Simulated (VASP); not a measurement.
A run of VASP 6.6.1 is set up as follows.

Contents of INCAR:

```
ALGO = Normal
EDIFF = 1E-6
ENCUT = 520
GGA = PS
ISIF = 2
ISMEAR = 0
IVDW = 12
LASPH = T
LCHARG = F
LREAL = F
LWAVE = F
NBANDS = 22
NELM = 100
PREC = Accurate
SIGMA = 0.15
```

The input KPOINTS:

```
k-points
0
Gamma
  12 12 12
```

The input POSCAR:

```
GaSb3
1.0
    0.0000000000      3.5855047185      3.5855047185
    3.5855047185      0.0000000000      3.5855047185
    3.5855047185      3.5855047185      0.0000000000
Ga Sb
1 3
Direct
    0.0000000000      0.0000000000      0.0000000000
    0.2500000000      0.2500000000      0.2500000000
    0.7500000000      0.7500000000      0.7500000000
    0.5000000000      0.5000000000      0.5000000000
```

Potentials or basis: VASP PAW PBE potentials, release 64 (Ga_d, Sb).

Launch:

```sh
$ cat potpaw_PBE.64/Ga_d/POTCAR potpaw_PBE.64/Sb/POTCAR > POTCAR
$ mpirun -np 1 vasp_std > vasp.out
```

(1) What does it give for the band gap on the k mesh?

(2) What does it give for the pressure?

## Answers

(1) zero (band 14 reaches 10.46 eV, above the bottom of band 15 at 6.16 eV).

(2) 0.5 GPa.

Caveat: the PAW data sets were made with another functional, which shifts forces and pressure a little; spin-orbit coupling is left out, which moves the levels of the heavy elements; pairwise dispersion overbinds metals, which lowers pressure and volume.
